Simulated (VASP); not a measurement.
SiSn2:

```
CELL_PARAMETERS angstrom
2.93883 1.69673 2.89325
-2.93883 1.69673 2.89325
0.00000 -3.39347 2.89325
ATOMIC_POSITIONS crystal
Si 0.00000 0.00000 0.00000
Sn 0.27620 0.27620 0.27620
Sn 0.72380 0.72380 0.72380
```

| Quantity | Value |
| --- | --- |
| Program | VASP 6.6.1 |
| Task | relaxation of cell and atoms |
| Functional | PBE |
| Potentials or basis | VASP PAW PBE potentials, release 64 (Si, Sn_d) |
| Cutoff | 600 eV |
| k mesh | 5 × 5 × 5 |
| Occupations | gaussian, width 0.2 eV |
| Spin | no spin polarisation |

At the start: pressure 1.0 GPa; volume 28.85 Å³/atom.

Question: How do energy, volume and symmetry change on relaxing?

Answer: Over 10 steps the energy falls by 360.3 meV/atom and the volume is 25.64 Å³/atom (-11.1 %); space group R-3m (No. 166, to 0.05 Å).

Step by step:
| step | energy change (eV) | largest force (eV/Å) | pressure (GPa) | volume (Å³) |
| --- | --- | --- | --- | --- |
| 1 | 0.0000 | 2.5095 | 1.02 | 86.56 |
| 2 | -0.8625 | 0.2938 | -5.25 | 87.50 |
| 3 | -0.8466 | 0.0782 | -5.10 | 87.53 |
| 4 | -0.8603 | 0.2135 | -5.22 | 87.52 |
| 5 | -1.0522 | 0.3877 | 0.22 | 76.40 |
| 6 | -1.0563 | 0.3585 | -0.62 | 77.60 |
| 7 | -1.0753 | 0.1501 | -0.07 | 76.66 |
| 8 | -1.0761 | 0.0900 | 0.10 | 76.41 |
| 9 | -1.0774 | 0.0847 | 0.05 | 76.54 |
| 10 | -1.0808 | 0.0641 | -0.09 | 76.92 |

Final structure:
```
Si Sn
1.0
     2.61695    1.51090    3.24246
    -2.61695    1.51090    3.24246
     0.00000   -3.02179    3.24246
Si Sn
1 2
Direct
  0.00000 0.00000 0.00000
  0.28583 0.28583 0.28583
  0.71417 0.71417 0.71417
```

Caveat: the relaxation stopped at a loose force limit of 0.08 eV/Å, so its end isn't a converged minimum.
